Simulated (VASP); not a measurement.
Wanted: the native input for a VASP 6.6.1 run.

```
Task                   : single point
Functional             : LDA
Potentials or basis    : VASP PAW LDA potentials, release 64 (Pb_d, S)
Cutoff                 : 520 eV
k mesh                 : 8 × 8 × 8
Occupations            : fermi-dirac, width 0.05 eV
Spin                   : no spin polarisation
Dipole correction      : no
Further INCAR settings : ALGO = Normal; EDIFF = 1e-07; NBANDS = 17
```

The structure of PbS (Galena) lies in POSCAR:

```
PbS
1.0
    0.0000000000      2.9052075019      2.9052075019
    2.9052075019      0.0000000000      2.9052075019
    2.9052075019      2.9052075019      0.0000000000
Pb S
1 1
Direct
    0.0000000000      0.0000000000      0.0000000000
    0.5000000000      0.5000000000      0.5000000000
```

The input as run:

INCAR

```
PREC = Accurate ; ENCUT = 520
EDIFF = 1E-7 ; ISMEAR = -1
SIGMA = 0.05 ; LREAL = F
LASPH = T ; NELM = 100
ALGO = Normal ; ISIF = 2
LWAVE = F ; LCHARG = F
GGA = CA ; NBANDS = 17
```

KPOINTS

```
regular mesh
0
Gamma
  8 8 8
```

Potentials or basis: VASP PAW LDA potentials, release 64 (Pb_d, S).

Command:

```sh
$ cat potpaw_LDA.64/Pb_d/POTCAR potpaw_LDA.64/S/POTCAR > POTCAR
$ mpirun -np 1 vasp_std > vasp.out
```

Results of the run:

```
Pressure : 1.2 GPa
```

It took 44 s on 1 thread of AMD EPYC 7R13 (shared host), peak memory 0.13 GiB.
